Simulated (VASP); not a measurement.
Wanted: the native input for a VASP 6.6.1 run.

* Task: electric field gradients
* Functional: LDA
* Potentials or basis: VASP PAW LDA potentials, release 64 (B, P)
* Cutoff: 520 eV
* k mesh: 12 × 12 × 12
* Occupations: fermi-dirac, width 0.08 eV
* Spin: no spin polarisation
* Dipole correction: no
* Further INCAR settings: ALGO = Normal; EDIFF = 1e-08; NBANDS = 11

The structure of BP lies in POSCAR:

```
BP
1.0
    0.0000000000      2.2226808807      2.2226808807
    2.2226808807      0.0000000000      2.2226808807
    2.2226808807      2.2226808807      0.0000000000
B P
1 1
Direct
    0.0000000000      0.0000000000      0.0000000000
    0.7500000000      0.7500000000      0.7500000000
```

This cell differs from its parent crystal: volume scaled by 0.94.

These files were run (other wordings do the same):

INCAR

```
SYSTEM = BP
PREC = Accurate
ENCUT = 520
EDIFF = 1E-8
ISMEAR = -1
SIGMA = 0.08
LREAL = .FALSE.
LASPH = .TRUE.
NELM = 60
ALGO = Normal
ISIF = 2
LWAVE = .FALSE.
LCHARG = .FALSE.
LEFG = .TRUE.
NBANDS = 11
```

KPOINTS

```
regular mesh
0
G
  12 12 12
  0 0 0
```

Potentials or basis: VASP PAW LDA potentials, release 64 (B, P).

Launch:

```sh
$ cat potpaw_LDA.64/B/POTCAR potpaw_LDA.64/P/POTCAR > POTCAR
$ mpirun -np 1 vasp_std > vasp.out
```

It gave:

```
Pressure               : 5.5 GPa
Band gap on the k mesh : 1.11 eV, indirect (least direct gap 3.48 eV)
```

Caveat: without QUAD_EFG the Cq values of the log hold for a quadrupole moment of 1 mb, not for the nuclei.

It took 9.2 s on 1 thread of AMD EPYC 9R45 96-Core Processor (Zen 5), with other jobs on the host, peak memory 0.1 GiB.
